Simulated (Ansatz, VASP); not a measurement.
# One calculation of SiO2, two programs

```xyz
9
Lattice="5.0040 0.0000 0.0000 -2.5020 4.3336 0.0000 0.0000 0.0000 5.5584" Properties=species:S:1:pos:R:3 pbc="T T T"
Si   -1.2510    2.1668    1.8528
Si    1.2510    2.1668    3.7056
Si    2.5020    0.0000    0.0000
O     0.9427    3.4333    4.6320
O     2.5020    2.5330    2.7792
O     3.4447    0.9003    0.9264
O     1.5593    0.9003    4.6320
O     0.0000    1.8006    2.7792
O    -0.9427    3.4333    0.9264
```

Change from the starting cell: strain -0.0150 x Voigt [1, 1, 0, 0, 0, 0], atoms carried along.

Alike in both runs: task single point; functional PBEsol; k mesh 6 × 6 × 4; occupations gaussian, width 0.05 eV; no spin polarisation.

|  | VASP | Ansatz |
| --- | --- | --- |
| version | VASP 6.6.1 | Ansatz 0.2.0 |
| potentials or method | VASP PAW PBE potentials, release 64 (Si, O), cutoff 520 eV | scalar-relativistic, plane waves, PAW |
| valence electrons in the cell | 48 | 48 |

```tsv
	VASP	Ansatz	Ansatz less VASP
gap on the k mesh at the Fermi level (eV)	5.70	5.70	+0.001
least direct gap on the mesh (eV)	5.86	5.86	-0.001
pressure (GPa)	6.3	5.7	-0.62
traceless stress, the component that is largest in VASP (GPa)	-0.57	-0.62	-0.050
rms of the force components (eV/Å)	0.125	0.121	-0.0034
```

VASP's potentials were made for PBE, not for PBEsol. Atom by atom the forces differ by 0.003 eV/Å (rms over components). The functional is the same, so the differences come from potentials, cutoffs and numerics.
